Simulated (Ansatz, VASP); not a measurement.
Al3Ni2 in VASP and in Ansatz

```xyz
5
Lattice="4.1032 0.0000 0.0000 -2.0516 3.5535 0.0000 0.0000 0.0000 4.8595" Properties=species:S:1:pos:R:3 pbc="T T T"
Al    0.0000    0.0000    0.0000
Al    0.0000    2.3690    3.1479
Al    2.0516    1.1845    1.7116
Ni    0.0000    2.3690    0.7074
Ni    2.0516    1.1845    4.1521
```

Change from the starting cell: strain +0.025 along x and y, +0.000 along z, atoms carried along.

Alike in both runs: task single point; functional PBEsol; k mesh 12 × 12 × 10; occupations gaussian, width 0.15 eV; no spin polarisation.

```csv
,VASP,Ansatz
version,VASP 6.6.1,Ansatz 0.2.0
potentials or method,"VASP PAW PBE potentials, release 64 (Al, Ni), cutoff 520 eV","scalar-relativistic, plane waves, PAW"
valence electrons in the cell,29,45
```

Ansatz gave:

| Property | Result |
| --- | --- |
| gap on the k mesh at the Fermi level (eV) | none |
| pressure (GPa) | -6.1 |
| traceless stress, the component that is largest in VASP (GPa) | 3.08 |
| rms of the force components (eV/Å) | 0.032 |

Problem. What did VASP give for the same quantities?

Solution. gap on the k mesh at the Fermi level (eV): none; pressure (GPa): -6.0; traceless stress, the component that is largest in VASP (GPa): 3.09; rms of the force components (eV/Å): 0.028.

VASP's potentials were made for PBE, not for PBEsol. Atom by atom the forces differ by 0.005 eV/Å (rms over components). A gap of «none» marks a metal or a gap that the smearing closes. VASP's potentials hold 29 valence electrons a cell and Ansatz's 45, so a difference there can come from the potentials and not from the codes.
